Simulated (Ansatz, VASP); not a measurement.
## Ir: VASP beside Ansatz

INCAR

```
PREC     = Accurate       # precision mode
ENCUT    = 520            # plane-wave cutoff, eV
EDIFF    = 1E-6           # SCF threshold, eV
ISMEAR   = -1             # smearing method
SIGMA    = 0.05           # smearing width, eV
LREAL    = False          # projectors in reciprocal space
LASPH    = True           # aspherical terms in the spheres
NELM     = 100            # most SCF steps
ALGO     = Normal         # electronic algorithm
ISIF     = 2              # what is computed and relaxed
LWAVE    = False          # write WAVECAR
LCHARG   = False          # write CHGCAR
LDIPOL   = True         
IDIPOL   = 3            
DIPOL    = 0.5 0.5 0.500
GGA      = PE             # functional
NBANDS   = 36             # bands
```

The input KPOINTS:

```
regular mesh
0
Gamma
  10 10 1
```

File POSCAR:

```
Ir
1.0
    2.7148657757      0.0000000000      0.0000000000
    0.0000000000      2.7148657757      0.0000000000
    0.0000000000      0.0000000000     24.5985000000
Ir
6
Direct
    0.5000000000      0.5000000000      0.3048966400
    0.0000000000      0.0000000000      0.3829379840
    0.5000000000      0.5000000000      0.4609793280
    0.0000000000      0.0000000000      0.5390206720
    0.5000000000      0.5000000000      0.6170620160
    0.0000000000      0.0000000000      0.6951033600
```

File input.yaml:

```yaml
crystal:
  lattice:
    - [2.7148657757, 0.0, 0.0]
    - [0.0, 2.7148657757, 0.0]
    - [0.0, 0.0, 24.5985]
  atoms:
    - { symbol: Ir, position: [0.5, 0.5, 0.30489664] }
    - { symbol: Ir, position: [0.0, 0.0, 0.382937984] }
    - { symbol: Ir, position: [0.5, 0.5, 0.460979328] }
    - { symbol: Ir, position: [0.0, 0.0, 0.539020672] }
    - { symbol: Ir, position: [0.5, 0.5, 0.617062016] }
    - { symbol: Ir, position: [0.0, 0.0, 0.69510336] }
hamiltonian:
  xc: pbe
  pseudopotentials: { kind: paw }
kpoints:
  mp_grid: { grid: [10, 10, 1] }
scf:
  occupations: { method: fermi_dirac, width: 0.05 }
output:
  forces: true
  eigenvalues: true
  write_density: true
  write_potential: true
  elf: true
  volumetric_format: npy
efield:
  axis: 3
  dipole_correction: true
  ramp_width: 0.04
```

Alike in both runs: task single point; functional PBE; k mesh 10 × 10 × 1; occupations fermi-dirac, width 0.05 eV; no spin polarisation.

|  | VASP | Ansatz |
| --- | --- | --- |
| version | VASP 6.6.1 | Ansatz 0.2.0 |
| potentials or method | VASP PAW PBE potentials, release 64 (Ir) | Ansatz PAW |
| plane-wave cutoff (eV) | 520 | 420 |
| valence electrons in the cell | 54 | 102 |

```csv
,VASP,Ansatz,Ansatz less VASP
gap on the k mesh at the Fermi level (eV),none,none,-
rms of the force components (eV/Å),0.405,0.413,+0.0087
```

Atom by atom the forces differ by 0.014 eV/Å (rms over components). A gap of «none» marks a metal or a gap that the smearing closes. VASP's potentials hold 54 valence electrons a cell and Ansatz's 102, so a difference there can come from the potentials and not from the codes.

Spin-orbit coupling is off throughout.
